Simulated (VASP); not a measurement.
# PbO2 (P4_2/mnm) in VASP: settings compared

Aim: see how the results for PbO2 move with the level of theory and the settings. Levels: RPBE, PBEsol. Tasks: single point, relaxation of cell and atoms.

Program: VASP 6.6.1. These are calculated values, not measurements. Logs are shortened: lines on timing, memory, paths and dates and some standing lists are left out, and cuts for length are marked.

## (1) The cell of the first run

It takes space group P4_2/mnm (No. 136, tetragonal). The conventional cell has a = 5.158 Å, b = 5.158 Å, c = 3.453 Å, α = 90.00°, β = 90.00°, γ = 90.00°. Within 2.9 Å of Pb (site symmetry mmm) lie 6 O at 2.22 to 2.25 Å. O (site symmetry m2m) has 3 Pb at 2.22 to 2.25 Å and 1 O at 2.79 Å within 2.9 Å.

## (2) Single point, RPBE

INCAR

```
SYSTEM = PbO2
PREC     = Accurate       ! precision mode
ENCUT    = 520            ! plane-wave cutoff, eV
EDIFF    = 1E-6           ! SCF threshold, eV
ISMEAR   = -1             ! smearing method
SIGMA    = 0.05           ! smearing width, eV
LREAL    = .FALSE.        ! projectors in reciprocal space
LASPH    = .TRUE.         ! aspherical terms in the spheres
NELM     = 60             ! most SCF steps
ALGO     = Normal         ! electronic algorithm
ISIF     = 2              ! what is computed and relaxed
LWAVE    = .FALSE.        ! write WAVECAR
LCHARG   = .FALSE.        ! write CHGCAR
GGA      = RP             ! functional
NBANDS   = 35             ! bands
```

KPOINTS

```
Automatic mesh
0
G
  5 5 6
  0 0 0
```

POSCAR

```
PbO2
1.0
    5.1576097495      0.0000000000      0.0000000000
    0.0000000000      5.1576097495      0.0000000000
    0.0000000000      0.0000000000      3.4533706110
Pb O
2 4
Direct
    0.5000000000      0.5000000000      0.5000000000
    0.0000000000      0.0000000000      0.0000000000
    0.6913839018      0.6913839018      0.0000000000
    0.8086160982      0.1913839018      0.5000000000
    0.1913839018      0.8086160982      0.5000000000
    0.3086160982      0.3086160982      0.0000000000
```

Potentials or basis: VASP PAW PBE potentials, release 64 (Pb_d, O).

On the command line:

```sh
$ cat potpaw_PBE.64/Pb_d/POTCAR potpaw_PBE.64/O/POTCAR > POTCAR
$ mpirun -np 1 vasp_std > vasp.out
```

OUTCAR:

```text
SYSTEM = PbO2
   PREC = Accurate
   ENCUT = 520
   EDIFF = 1E-6
   ISMEAR = -1
   LREAL = .FALSE.
   LASPH = .TRUE.
   NELM = 60
   ISIF = 2
   GGA = RP

 ion  position               nearest neighbor table
   1  0.500  0.500  0.500-   3 2.22   6 2.22   3 2.22   6 2.22   5 2.25   4 2.25   2 4.04   2 4.04
                             2 4.04   2 4.04   2 4.04   2 4.04   2 4.04   2 4.04
   2  0.000  0.000  0.000-   4 2.22   5 2.22   4 2.22   5 2.22   3 2.25   6 2.25   1 4.04   1 4.04
                             1 4.04   1 4.04   1 4.04   1 4.04   1 4.04   1 4.04
   3  0.691  0.691  0.000-   1 2.22   1 2.22   2 2.25
   4  0.809  0.191  0.500-   2 2.22   2 2.22   1 2.25
   5  0.191  0.809  0.500-   2 2.22   2 2.22   1 2.25
   6  0.309  0.309  0.000-   1 2.22   1 2.22   2 2.25

  LATTYP: Found a simple tetragonal cell.
 ALAT       =     5.1576097495
 C/A-ratio  =     0.6695680322

  Lattice vectors:

 A1 = (   5.1576097495,   0.0000000000,   0.0000000000)
 A2 = (   0.0000000000,   5.1576097495,   0.0000000000)
 A3 = (   0.0000000000,   0.0000000000,   3.4533706110)

Analysis of symmetry for initial positions (statically):
=====================================================================
 Subroutine PRICEL returns:
 Original cell was already a primitive cell.

 Routine SETGRP: Setting up the symmetry group for a
 simple tetragonal supercell.

 Subroutine GETGRP returns: Found 16 space group operations
 (whereof  8 operations were pure point group operations)
 out of a pool of 16 trial point group operations.

The static configuration has the point symmetry D_2h.
 The point group associated with its full space group is D_4h.

Analysis of symmetry for dynamics (positions and initial velocities):
=====================================================================
 Subroutine PRICEL returns:
 Original cell was already a primitive cell.

 Routine SETGRP: Setting up the symmetry group for a
 simple tetragonal supercell.

 Subroutine GETGRP returns: Found 16 space group operations
 (whereof  8 operations were pure point group operations)
 out of a pool of 16 trial point group operations.

The dynamic configuration has the point symmetry D_2h.
 The point group associated with its full space group is D_4h.

 Subroutine INISYM returns: Found 16 space group operations
 (whereof  8 operations are pure point group operations),
 and found     1 'primitive' translations

----------------------------------------------------------------------------------------

                                     Primitive cell

  volume of cell :      91.8629

  direct lattice vectors                    reciprocal lattice vectors
     5.157609749  0.000000000  0.000000000     0.193888264  0.000000000  0.000000000
     0.000000000  5.157609749  0.000000000     0.000000000  0.193888264  0.000000000
     0.000000000  0.000000000  3.453370611     0.000000000  0.000000000  0.289572164

  length of vectors
     5.157609749  5.157609749  3.453370611     0.193888264  0.193888264  0.289572164

  position of ions in fractional coordinates (direct lattice)
     0.500000000  0.500000000  0.500000000
     0.000000000  0.000000000  0.000000000
     0.691383902  0.691383902  0.000000000
     0.808616098  0.191383902  0.500000000
     0.191383902  0.808616098  0.500000000
     0.308616098  0.308616098  0.000000000

  ion indices of the primitive-cell ions
   primitive index   ion index
                 1           1
                 2           2
                 3           3
                 4           4
                 5           5
                 6           6

----------------------------------------------------------------------------------------

 KPOINTS: Automatic mesh

Automatic generation of k-mesh.
 Grid dimensions read from file:
 generate k-points for:    5    5    6

 Generating k-lattice:

  Cartesian coordinates                     Fractional coordinates (reciprocal lattice)
     0.038777653  0.000000000  0.000000000     0.200000000  0.000000000  0.000000000
     0.000000000  0.038777653  0.000000000     0.000000000  0.200000000  0.000000000
     0.000000000  0.000000000  0.048262027     0.000000000  0.000000000  0.166666667

  Length of vectors
     0.038777653  0.038777653  0.048262027

  Shift w.r.t. Gamma in fractional coordinates (k-lattice)
     0.000000000  0.000000000  0.000000000

 Subroutine IBZKPT returns following result:
 ===========================================

 Found     24 irreducible k-points:

 Following reciprocal coordinates:
            Coordinates               Weight
  0.000000  0.000000  0.000000      1.000000
  0.200000  0.000000  0.000000      4.000000
  0.400000  0.000000  0.000000      4.000000
  0.200000  0.200000  0.000000      4.000000
  0.400000  0.200000  0.000000      8.000000
  0.400000  0.400000  0.000000      4.000000
[... 16 lines left out ...]
  0.400000  0.200000  0.500000      8.000000
  0.400000  0.400000  0.500000      4.000000
   k-points           NKPTS =     24   k-points in BZ     NKDIM =     24   number of bands    NBANDS=     35
   number of dos      NEDOS =    301   number of ions     NIONS =      6
   total plane-waves  NPLWV =  44800
   dimension x,y,z NGX =    40 NGY =   40 NGZ =   28
   dimension x,y,z NGXF=    80 NGYF=   80 NGZF=   56
   ions per type =               2   4
   NGX,Y,Z   is equivalent  to a cutoff of  12.89, 12.89, 13.48 a.u.
   NGXF,Y,Z  is equivalent  to a cutoff of  25.79, 25.79, 26.96 a.u.
 SYSTEM =  PbO2
   PREC   = accura    normal or accurate (medium, high low for compatibility)
   ISTART =      0    job   : 0-new  1-cont  2-samecut
   ICHARG =      2    charge: 1-file 2-atom 10-const
   ISPIN  =      1    spin polarized calculation?
   LNONCOLLINEAR =      F non collinear calculations
   LSORBIT =      F    spin-orbit coupling
   LASPH  =      T    aspherical Exc in radial PAW
   ENCUT  =  520.0 eV  38.22 Ry    6.18 a.u.   9.59  9.59  6.42*2*pi/ulx,y,z
   NELM   =     60;   NELMIN=  2; NELMDL= -5     # of ELM steps
   EDIFF  = 0.1E-05   stopping-criterion for ELM
   LREAL  =      F    real-space projection
   EDIFFG = 0.1E-04   stopping-criterion for IOM
   NSW    =      0    number of steps for IOM
   IBRION =     -1    ionic relax: 0-MD 1-quasi-New 2-CG
   NFREE  =      0    steps in history (QN), initial steepest desc. (CG)
   ISIF   =      2    stress and relaxation
   ISYM   =      2    0-nonsym 1-usesym 2-fastsym
   POTIM  = 0.5000    time-step for ionic-motion
   TEBEG  =    0.0;   TEEND  =   0.0 temperature during run
   PSTRESS=    0.0 pullay stress
   NELECT =      52.0000    total number of electrons
   NUPDOWN=      -1.0000    fix difference up-down
   EMIN   =  10.00;   EMAX   =-10.00  energy-range for DOS
   EFERMI =   0.00;   METHOD = LEGACY
   ISMEAR =    -1;   SIGMA  =   0.05  broadening in eV -4-tet -1-fermi 0-gaus
   EFERMI_NEDOS =   21; number of points for ismear=-14 and -15
   IALGO  =     38    algorithm
   IMIX   =      4    mixing-type and parameters
     AMIX     =   0.40;   BMIX     =  1.00
     AMIX_MAG =   1.60;   BMIX_MAG =  1.00
  volume/ion in A,a.u.               =      15.31       103.32
  Fermi-wavevector in a.u.,A,eV,Ry     =   1.354241  2.559144 24.952652  1.833968
  Thomas-Fermi vector in A             =   2.481429
   LORBIT       =      0    0 simple, 1 ext, 2 COOP (PROOUT), +10 PAW based schemes
   GGA     = RP    functional components
   LHFCALC =     F    Hartree Fock is set to
   AEXX    =    0.0000 exact exchange contribution
   IVDW    =     0    specifies the selected vdW correction
   LEPSILON=     F    determine dielectric tensor
   LRPA    =     F    only Hartree local field effects (RPA)
 non-spin polarized calculation
  energy-cutoff  :      520.00
  volume of cell :       91.86
 maximum number of plane-waves:      2501
 NGX is ok and might be reduce to    40
   NGX = 19   NGY = 19   NGZ = 13

 number of electron      51.9999970 magnetization

 Free energy of the ion-electron system (eV)
  ---------------------------------------------------
  ext. energy  EPLUGINS =         0.00000000
  ---------------------------------------------------
  free energy    TOTEN  =       -29.64167378 eV

  energy without entropy =      -29.63542877  energy(sigma->0) =      -29.63855127

 E-fermi :   3.5884     XC(G=0):  -9.9071

 val. band max:        3.5023329026   @ k =   0.0000   0.0000   0.1667
 cond. band min:       3.6200930494   @ k =   0.2000   0.0000   0.0000
 fundamental gap:      0.1177601468
 Fermi energy:         3.5884170659

 k-point     1 :       0.0000    0.0000    0.0000
  band No.  band energies     occupation
      1     -14.3309      2.00000
      2     -14.3215      2.00000
      3     -12.8532      2.00000
      4     -12.8532      2.00000
      5     -11.9816      2.00000
      6     -11.8763      2.00000
[... 27 lines left out ...]
     34      13.7724      0.00000
     35      15.2107      0.00000

 k-point     2 :       0.2000    0.0000    0.0000
  band No.  band energies     occupation
      1     -14.2749      2.00000
      2     -14.2454      2.00000
      3     -13.1190      2.00000
      4     -13.0112      2.00000
      5     -11.8359      2.00000
      6     -11.8351      2.00000
[... 27 lines left out ...]
     34      14.6047      0.00000
     35      15.2641      0.00000

 k-point     3 :       0.4000    0.0000    0.0000
  band No.  band energies     occupation
      1     -14.1358      2.00000
      2     -14.0946      2.00000
      3     -13.4165      2.00000
      4     -13.3209      2.00000
      5     -11.8294      2.00000
      6     -11.8292      2.00000
[... 27 lines left out ...]
     34      15.2535      0.00000
     35      15.4873      0.00000
[... 723 lines left out ...]
 k-point    23 :       0.4000    0.2000    0.5000
  band No.  band energies     occupation
      1     -14.2284      2.00000
      2     -14.1286      2.00000
      3     -13.4232      2.00000
      4     -13.1660      2.00000
      5     -11.7933      2.00000
      6     -11.7341      2.00000
[... 27 lines left out ...]
     34      13.9461      0.00000
     35      15.5679      0.00000

 k-point    24 :       0.4000    0.4000    0.5000
  band No.  band energies     occupation
      1     -14.1326      2.00000
      2     -14.0361      2.00000
      3     -13.5938      2.00000
      4     -13.4211      2.00000
      5     -11.7185      2.00000
      6     -11.7131      2.00000
[... 27 lines left out ...]
     34      13.2829      0.00000
     35      16.1186      0.00000

------------------------ aborting loop because EDIFF is reached ----------------------------------------

  FORCE on cell =-STRESS in cart. coord.  units (eV):
  Direction    XX          YY          ZZ          XY          YZ          ZX
  --------------------------------------------------------------------------------------
  -------------------------------------------------------------------------------------
  Total        0.0834993      0.0834993      0.1670817      0.0000000      0.0000000      0.0000000
  in kB        1.4563076      1.4563076      2.9140653      0.0000000      0.0000000      0.0000000
  external PRESSURE =       1.9422268 kB  Pullay stress =       0.0000000 kB

 VOLUME and BASIS-vectors are now :
 -----------------------------------------------------------------------------
  energy-cutoff  :      520.00
  volume of cell :       91.86
      direct lattice vectors                 reciprocal lattice vectors
     5.157609749  0.000000000  0.000000000     0.193888264  0.000000000  0.000000000
     0.000000000  5.157609749  0.000000000     0.000000000  0.193888264  0.000000000
     0.000000000  0.000000000  3.453370611     0.000000000  0.000000000  0.289572164

 POSITION                                       TOTAL-FORCE (eV/Angst)
 -----------------------------------------------------------------------------------
      2.57880      2.57880      1.72669         0.000000      0.000000     -0.000000
      0.00000      0.00000      0.00000         0.000000      0.000000     -0.000000
      3.56589      3.56589      0.00000         0.009791      0.009791      0.000000
      4.17053      0.98708      1.72669        -0.009791      0.009791      0.000000
      0.98708      4.17053      1.72669         0.009791     -0.009791     -0.000000
      1.59172      1.59172      0.00000        -0.009791     -0.009791     -0.000000
 -----------------------------------------------------------------------------------
    total drift:                                0.000000      0.000000      0.000000

  FREE ENERGIE OF THE ION-ELECTRON SYSTEM (eV)
  ---------------------------------------------------
  free  energy   TOTEN  =       -29.6416737797 eV

  energy  without entropy=      -29.6354287696  energy(sigma->0) =      -29.63855127
```

It took 1.8 min on 1 thread of Intel Xeon 8259CL, shared host; peak memory 0.23 GiB.

Results:

* Free energy: -29.6417 eV
* Pressure: 0.2 GPa
* Largest force: 0.014 eV/Å
* Band gap on the k mesh: 0.12 eV (least direct gap 0.14 eV)

Forces in eV/Å, atoms in the order of the input:
```
Pb   0.000  0.000  0.000
Pb   0.000  0.000  0.000
O    0.010  0.010  0.000
O   -0.010  0.010  0.000
O    0.010 -0.010  0.000
O   -0.010 -0.010  0.000
```

Levels at points of the mesh, in eV from the valence-band top:
| k point | band 22 | band 23 | band 24 | band 25 | band 26 | band 27 | band 28 | band 29 | band 30 | band 31 |
| --- | --- | --- | --- | --- | --- | --- | --- | --- | --- | --- |
| (0.00, 0.00, 0.00) | -0.67 | -0.58 | -0.58 | -0.47 | -0.47 | 0.15 | 3.75 | 5.86 | 5.86 | 9.73 |
| (0.00, 0.00, 0.50) | -1.81 | -0.87 | -0.87 | -0.63 | -0.63 | 3.24 | 3.24 | 8.58 | 8.58 | 9.42 |

Caveat: the PAW data sets were made with another functional, which shifts forces and pressure a little; spin-orbit coupling is left out, which moves the levels of the heavy elements; an odd mesh through Γ misses points on the zone boundary, where band edges can lie.

(Continued in part 2 of 2.)
